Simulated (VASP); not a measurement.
# ZnSe (Pm-3m) in VASP: relaxation of cell and atoms with r2SCAN

Aim: the relaxation of cell and atoms of ZnSe with r2SCAN.

All numbers are computed with VASP 6.6.1; they aren't measurements. Logs are shortened: lines on timing, memory, paths and dates and some standing lists are left out, and cuts for length are marked.

### Step 1. The cell of the first run

Symmetry: Pm-3m, No. 221, cubic system. The conventional cell has a = 3.346 Å, b = 3.346 Å, c = 3.346 Å, α = 90.00°, β = 90.00°, γ = 90.00°. Zn (site symmetry m-3m) has 8 Se at 2.90 Å and 6 Zn at 3.35 Å within 3.8 Å. Se (site symmetry m-3m) has 8 Zn at 2.90 Å and 6 Se at 3.35 Å within 3.8 Å.

### Step 2. Relaxation of cell and atoms, r2SCAN

POSCAR reads:

```
ZnSe
1.0
    3.3455020051      0.0000000000      0.0000000000
    0.0000000000      3.3455020051      0.0000000000
    0.0000000000      0.0000000000      3.3455020051
Zn Se
1 1
Direct
    0.0000000000      0.0000000000      0.0000000000
    0.5000000000      0.5000000000      0.5000000000
```

INCAR.step1 reads:

```
SYSTEM = ZnSe
ALGO = Normal
EDIFF = 1E-4
ENCUT = 600
GGA = PE
ISMEAR = -1
LASPH = .TRUE.
LCHARG = .FALSE.
LREAL = .FALSE.
LWAVE = .TRUE.
NELM = 80
PREC = Accurate
SIGMA = 0.02
```

INCAR.step2 reads:

```
SYSTEM = ZnSe
ALGO = Normal
EDIFF = 1E-6
EDIFFG = -0.005
ENCUT = 600
IBRION = 2
ISIF = 3
ISMEAR = -1
ISTART = 1
LASPH = .TRUE.
LCHARG = .FALSE.
LMIXTAU = .TRUE.
LREAL = .FALSE.
LWAVE = .FALSE.
METAGGA = R2SCAN
NELM = 80
NSW = 80
PREC = Accurate
SIGMA = 0.02
```

KPOINTS reads:

```
k-points
0
G
  8 8 8
  0 0 0
```

Potentials or basis: VASP PAW PBE potentials, release 64 (Zn, Se).

On the command line:

```console
$ cat potpaw_PBE.64/Zn/POTCAR potpaw_PBE.64/Se/POTCAR > POTCAR
$ cp INCAR.step1 INCAR
$ mpirun -np 1 vasp_std > vasp.out
$ cp INCAR.step2 INCAR
$ mpirun -np 1 vasp_std > vasp.out
```

OUTCAR:

```text
SYSTEM = ZnSe
   EDIFF = 1E-6
   EDIFFG = -0.005
   ENCUT = 600
   IBRION = 2
   ISIF = 3
   ISMEAR = -1
   ISTART = 1
   LASPH = .TRUE.
   LREAL = .FALSE.
   METAGGA = R2SCAN
   NELM = 80
   NSW = 80
   PREC = Accurate

 ion  position               nearest neighbor table
   1  0.000  0.000  0.000-   2 2.90   2 2.90   2 2.90   2 2.90   2 2.90   2 2.90   2 2.90   2 2.90

   2  0.500  0.500  0.500-   1 2.90   1 2.90   1 2.90   1 2.90   1 2.90   1 2.90   1 2.90   1 2.90

  LATTYP: Found a simple cubic cell.
 ALAT       =     3.3455020051

  Lattice vectors:

 A1 = (   3.3455020051,   0.0000000000,   0.0000000000)
 A2 = (   0.0000000000,   3.3455020051,   0.0000000000)
 A3 = (   0.0000000000,   0.0000000000,   3.3455020051)

Analysis of symmetry for initial positions (statically):
=====================================================================
 Subroutine PRICEL returns:
 Original cell was already a primitive cell.

 Routine SETGRP: Setting up the symmetry group for a
 simple cubic supercell.

 Subroutine GETGRP returns: Found 48 space group operations
 (whereof 48 operations were pure point group operations)
 out of a pool of 48 trial point group operations.

The static configuration has the point symmetry O_h .

Analysis of symmetry for dynamics (positions and initial velocities):
=====================================================================
 Subroutine PRICEL returns:
 Original cell was already a primitive cell.

 Routine SETGRP: Setting up the symmetry group for a
 simple cubic supercell.

 Subroutine GETGRP returns: Found 48 space group operations
 (whereof 48 operations were pure point group operations)
 out of a pool of 48 trial point group operations.

The dynamic configuration has the point symmetry O_h .

 Subroutine INISYM returns: Found 48 space group operations
 (whereof 48 operations are pure point group operations),
 and found     1 'primitive' translations

----------------------------------------------------------------------------------------

                                     Primitive cell

  volume of cell :      37.4441

  direct lattice vectors                    reciprocal lattice vectors
     3.345502005  0.000000000  0.000000000     0.298908803  0.000000000  0.000000000
     0.000000000  3.345502005  0.000000000     0.000000000  0.298908803  0.000000000
     0.000000000  0.000000000  3.345502005     0.000000000  0.000000000  0.298908803

  length of vectors
     3.345502005  3.345502005  3.345502005     0.298908803  0.298908803  0.298908803

  position of ions in fractional coordinates (direct lattice)
     0.000000000  0.000000000  0.000000000
     0.500000000  0.500000000  0.500000000

  ion indices of the primitive-cell ions
   primitive index   ion index
                 1           1
                 2           2

----------------------------------------------------------------------------------------

 KPOINTS: k-points

Automatic generation of k-mesh.
 Grid dimensions read from file:
 generate k-points for:    8    8    8

 Generating k-lattice:

  Cartesian coordinates                     Fractional coordinates (reciprocal lattice)
     0.037363600  0.000000000  0.000000000     0.125000000  0.000000000  0.000000000
     0.000000000  0.037363600  0.000000000     0.000000000  0.125000000  0.000000000
     0.000000000  0.000000000  0.037363600     0.000000000  0.000000000  0.125000000

  Length of vectors
     0.037363600  0.037363600  0.037363600

  Shift w.r.t. Gamma in fractional coordinates (k-lattice)
     0.000000000  0.000000000  0.000000000

 Subroutine IBZKPT returns following result:
 ===========================================

 Found     35 irreducible k-points:

 Following reciprocal coordinates:
            Coordinates               Weight
  0.000000  0.000000  0.000000      1.000000
  0.125000  0.000000  0.000000      6.000000
  0.250000  0.000000  0.000000      6.000000
  0.375000  0.000000  0.000000      6.000000
  0.500000  0.000000  0.000000      3.000000
  0.125000  0.125000  0.000000     12.000000
[... 16 lines left out ...]
  0.375000  0.375000  0.125000     24.000000
  0.500000  0.375000  0.125000     24.000000
 [... further k-points ...]
   k-points           NKPTS =     35   k-points in BZ     NKDIM =     35   number of bands    NBANDS=     13
   number of dos      NEDOS =    301   number of ions     NIONS =      2
   total plane-waves  NPLWV =  21952
   dimension x,y,z NGX =    28 NGY =   28 NGZ =   28
   dimension x,y,z NGXF=    56 NGYF=   56 NGZF=   56
   ions per type =               1   1
   NGX,Y,Z   is equivalent  to a cutoff of  13.91, 13.91, 13.91 a.u.
   NGXF,Y,Z  is equivalent  to a cutoff of  27.83, 27.83, 27.83 a.u.
 SYSTEM =  ZnSe
   PREC   = accura    normal or accurate (medium, high low for compatibility)
   ISTART =      1    job   : 0-new  1-cont  2-samecut
   ICHARG =      0    charge: 1-file 2-atom 10-const
   ISPIN  =      1    spin polarized calculation?
   LNONCOLLINEAR =      F non collinear calculations
   LSORBIT =      F    spin-orbit coupling
   LASPH  =      T    aspherical Exc in radial PAW
   ENCUT  =  600.0 eV  44.10 Ry    6.64 a.u.   6.68  6.68  6.68*2*pi/ulx,y,z
   NELM   =     80;   NELMIN=  2; NELMDL=  0     # of ELM steps
   EDIFF  = 0.1E-05   stopping-criterion for ELM
   LREAL  =      F    real-space projection
   EDIFFG = -.5E-02   stopping-criterion for IOM
   NSW    =     80    number of steps for IOM
   IBRION =      2    ionic relax: 0-MD 1-quasi-New 2-CG
   NFREE  =      1    steps in history (QN), initial steepest desc. (CG)
   ISIF   =      3    stress and relaxation
   ISYM   =      2    0-nonsym 1-usesym 2-fastsym
   POTIM  = 0.5000    time-step for ionic-motion
   TEBEG  =    0.0;   TEEND  =   0.0 temperature during run
   PSTRESS=    0.0 pullay stress
   NELECT =      18.0000    total number of electrons
   NUPDOWN=      -1.0000    fix difference up-down
   EMIN   =  10.00;   EMAX   =-10.00  energy-range for DOS
   EFERMI =   0.00;   METHOD = LEGACY
   ISMEAR =    -1;   SIGMA  =   0.02  broadening in eV -4-tet -1-fermi 0-gaus
   EFERMI_NEDOS =   21; number of points for ismear=-14 and -15
   IALGO  =     38    algorithm
   IMIX   =      4    mixing-type and parameters
     AMIX     =   0.40;   BMIX     =  1.00
     AMIX_MAG =   1.60;   BMIX_MAG =  1.00
  volume/ion in A,a.u.               =      18.72       126.34
  Fermi-wavevector in a.u.,A,eV,Ry     =   1.282442  2.423464 22.376921  1.644657
  Thomas-Fermi vector in A             =   2.414753
   LORBIT       =      0    0 simple, 1 ext, 2 COOP (PROOUT), +10 PAW based schemes
   METAGGA = R2SCAN    functional components
   LHFCALC =     F    Hartree Fock is set to
   AEXX    =    0.0000 exact exchange contribution
   IVDW    =     0    specifies the selected vdW correction
   LEPSILON=     F    determine dielectric tensor
   LRPA    =     F    only Hartree local field effects (RPA)
 conjugate gradient relaxation of ions
 non-spin polarized calculation
  energy-cutoff  :      600.00
  volume of cell :       37.44
 maximum number of plane-waves:      1273
 NGX is ok and might be reduce to    28
   NGX = 13   NGY = 13   NGZ = 13

--------------------------------------- Ionic step        1  -------------------------------------------

 number of electron      17.9999988 magnetization

 Free energy of the ion-electron system (eV)
  ---------------------------------------------------
  ext. energy  EPLUGINS =         0.00000000
  ---------------------------------------------------
  free energy    TOTEN  =       -22.93265077 eV

  energy without entropy =      -22.93034370  energy(sigma->0) =      -22.93149724

------------------------ aborting loop because EDIFF is reached ----------------------------------------

  FORCE on cell =-STRESS in cart. coord.  units (eV):
  Direction    XX          YY          ZZ          XY          YZ          ZX
  --------------------------------------------------------------------------------------
  -------------------------------------------------------------------------------------
  Total       -0.2713306     -0.2713306     -0.2713306      0.0000000      0.0000000     -0.0000000
  in kB      -11.6098181    -11.6098181    -11.6098181      0.0000000      0.0000000     -0.0000000
  external PRESSURE =     -11.6098181 kB  Pullay stress =       0.0000000 kB

 VOLUME and BASIS-vectors are now :
 -----------------------------------------------------------------------------
  energy-cutoff  :      600.00
  volume of cell :       37.44
      direct lattice vectors                 reciprocal lattice vectors
     3.345502005  0.000000000  0.000000000     0.298908803  0.000000000  0.000000000
     0.000000000  3.345502005  0.000000000     0.000000000  0.298908803  0.000000000
     0.000000000  0.000000000  3.345502005     0.000000000  0.000000000  0.298908803
[... 109 lines left out ...]
 POSITION                                       TOTAL-FORCE (eV/Angst)
 -----------------------------------------------------------------------------------
      0.00000      0.00000      0.00000        -0.000000     -0.000000      0.000000
      1.66369      1.66369      1.66369         0.000000      0.000000      0.000000
 -----------------------------------------------------------------------------------
    total drift:                               -0.000000      0.000000     -0.000000

  FREE ENERGIE OF THE ION-ELECTRON SYSTEM (eV)
  ---------------------------------------------------
  free  energy   TOTEN  =       -22.9351177429 eV

  energy  without entropy=      -22.9327896203  energy(sigma->0) =      -22.93395368

--------------------------------------- Ionic step        5  -------------------------------------------

 number of electron      17.9999996 magnetization

 Free energy of the ion-electron system (eV)
  ---------------------------------------------------
  ext. energy  EPLUGINS =         0.00000000
  ---------------------------------------------------
  free energy    TOTEN  =       -22.93513371 eV

  energy without entropy =      -22.93280382  energy(sigma->0) =      -22.93396877

 E-fermi :   3.9218     XC(G=0): -11.3862

 val. band max:        3.8642401725   @ k =   0.3750   0.0000   0.0000
 cond. band min:       3.9390604154   @ k =   0.3750   0.3750   0.1250
 fundamental gap:      0.0748202429
 Fermi energy:         3.9217720456

 k-point     1 :       0.0000    0.0000    0.0000
  band No.  band energies     occupation
      1     -11.2214      2.00000
      2      -3.5572      2.00000
      3      -3.5572      2.00000
      4      -3.2806      2.00000
      5      -3.2806      2.00000
      6      -3.2806      2.00000
      7       2.6559      2.00000
      8       2.6559      2.00000
      9       2.6559      2.00000
     10       3.1608      2.00000
     11      10.2256      0.00000
     12      10.2256      0.00000
     13      15.8727      0.00000

 k-point     2 :       0.1250    0.0000    0.0000
  band No.  band energies     occupation
      1     -11.0757      2.00000
      2      -3.5509      2.00000
      3      -3.5446      2.00000
      4      -3.3087      2.00000
      5      -3.3087      2.00000
      6      -3.2786      2.00000
      7       0.8205      2.00000
      8       2.8325      2.00000
      9       2.8325      2.00000
     10       4.5045      0.00000
     11      10.3892      0.00000
[... 339 lines left out ...]
 k-point    24 :       0.5000    0.3750    0.1250
  band No.  band energies     occupation
      1      -9.0731      2.00000
      2      -3.5076      2.00000
      3      -3.4990      2.00000
      4      -3.4092      2.00000
      5      -3.2233      2.00000
      6      -3.2184      2.00000
      7      -1.5967      2.00000
      8      -0.5257      2.00000
      9       3.0982      2.00000
     10       3.7031      1.99996
     11       9.9115      0.00000
     12      10.7004      0.00000
     13      13.3726      0.00000

 [... further k-points ...]

------------------------ aborting loop because EDIFF is reached ----------------------------------------

  FORCE on cell =-STRESS in cart. coord.  units (eV):
  Direction    XX          YY          ZZ          XY          YZ          ZX
  --------------------------------------------------------------------------------------
  -------------------------------------------------------------------------------------
  Total        0.0067952      0.0067952      0.0067952      0.0000000     -0.0000000     -0.0000000
  in kB        0.2956446      0.2956446      0.2956446      0.0000000     -0.0000000     -0.0000000
  external PRESSURE =       0.2956446 kB  Pullay stress =       0.0000000 kB

 VOLUME and BASIS-vectors are now :
 -----------------------------------------------------------------------------
  energy-cutoff  :      600.00
  volume of cell :       36.83
      direct lattice vectors                 reciprocal lattice vectors
     3.326965483 -0.000000000 -0.000000000     0.300574203 -0.000000000 -0.000000000
     0.000000000  3.326965483 -0.000000000     0.000000000  0.300574203 -0.000000000
     0.000000000  0.000000000  3.326965483     0.000000000  0.000000000  0.300574203

 POSITION                                       TOTAL-FORCE (eV/Angst)
 -----------------------------------------------------------------------------------
      0.00000      0.00000      0.00000        -0.000000     -0.000000      0.000000
      1.66348      1.66348      1.66348         0.000000      0.000000      0.000000
 -----------------------------------------------------------------------------------
    total drift:                               -0.000000      0.000000     -0.000000

  FREE ENERGIE OF THE ION-ELECTRON SYSTEM (eV)
  ---------------------------------------------------
  free  energy   TOTEN  =       -22.9351337140 eV

  energy  without entropy=      -22.9328038183  energy(sigma->0) =      -22.93396877

 reached required accuracy - stopping structural energy minimisation
```

Run time: 7.5 min. Hardware: 1 thread of Intel Xeon 8259CL, shared host; peak memory 0.18 GiB.

What came out:

* Free energy: -22.9351 eV
* Relaxed volume: 18.41 Å³/atom
* Relaxed cell: a = 3.327 Å, b = 3.327 Å, c = 3.327 Å, α = 90.00°, β = 90.00°, γ = 90.00°
* Space group after relaxing (to 0.1 Å): Pm-3m (No. 221)
* Energy gained by relaxing: 1.2 meV/atom
* Ionic steps: 5
* Pressure after relaxing: 0.0 GPa
* Band gap on the k mesh: zero (bands 9 and 10 overlap by 1.59 eV)

Step by step:
| step | energy change (eV) | largest force (eV/Å) | pressure (GPa) | volume (Å³) |
| --- | --- | --- | --- | --- |
| 1 | 0.0000 | 0.0000 | -1.16 | 37.44 |
| 2 | -0.0024 | 0.0000 | 0.25 | 36.71 |
| 3 | -0.0025 | 0.0000 | 0.05 | 36.81 |
| 4 | -0.0025 | 0.0000 | -0.15 | 36.84 |
| 5 | -0.0025 | 0.0000 | 0.03 | 36.83 |

Final structure:
```xyz
2
Lattice="3.3270 0.0000 0.0000 0.0000 3.3270 0.0000 0.0000 0.0000 3.3270" Properties=species:S:1:pos:R:3 pbc="T T T"
Zn    0.0000    0.0000    0.0000
Se    1.6635    1.6635    1.6635
```

Levels at points of the mesh, in eV from the Fermi level:
| k point | band 6 | band 7 | band 8 | band 9 | band 10 | band 11 | band 12 | band 13 |
| --- | --- | --- | --- | --- | --- | --- | --- | --- |
| (0.00, 0.00, 0.00) | -7.20 | -1.27 | -1.27 | -1.27 | -0.76 | 6.30 | 6.30 | 11.95 |
| (0.50, 0.00, 0.00) | -7.19 | -6.58 | 0.22 | 0.22 | 3.85 | 4.77 | 7.01 | 7.01 |
| (0.50, 0.50, 0.00) | -7.04 | -5.33 | -5.33 | -1.94 | 0.68 | 8.57 | 8.57 | 9.42 |
| (0.50, 0.50, 0.50) | -7.08 | -2.87 | -2.87 | -2.87 | 1.34 | 1.34 | 1.34 | 1.48 |

Caveat: the structure was generated, so it needn't be the stable form of ZnSe; the PAW data sets were made with another functional, which shifts forces and pressure a little.

The gap in the log of VASP goes by the Fermi energy; the results here count the filled bands.